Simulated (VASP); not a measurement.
Crystal: PbS.

```
CELL_PARAMETERS angstrom
0.00000 2.96500 2.96500
2.96500 0.00000 2.96500
2.96500 2.96500 0.00000
ATOMIC_POSITIONS crystal
Pb 0.00000 0.00000 0.00000
S 0.50000 0.50000 0.50000
```

Base run:

| Property | Result |
| --- | --- |
| Program | VASP 6.6.1 |
| Functional | PBEsol |
| Potentials or basis | VASP PAW PBE potentials, release 64 (Pb_d, S) |
| Cutoff | 400 eV |
| k mesh | 8 × 8 × 8 |
| Occupations | fermi-dirac, width 0.01 eV |
| Spin | no spin polarisation |

Its results: band gap on the k mesh 0.25 eV; pressure -0.8 GPa.

The run is repeated on the same cell with these changes: functional from PBEsol to r2SCAN; cutoff from 400 eV to 440 eV. What comes out?

Band gap on the k mesh 0.62 eV; pressure 1.4 GPa.

Caveats: the PAW data sets were made with another functional, which shifts forces and pressure a little; spin-orbit coupling is left out, which moves the levels of the heavy elements.

A k mesh can miss the band edges.
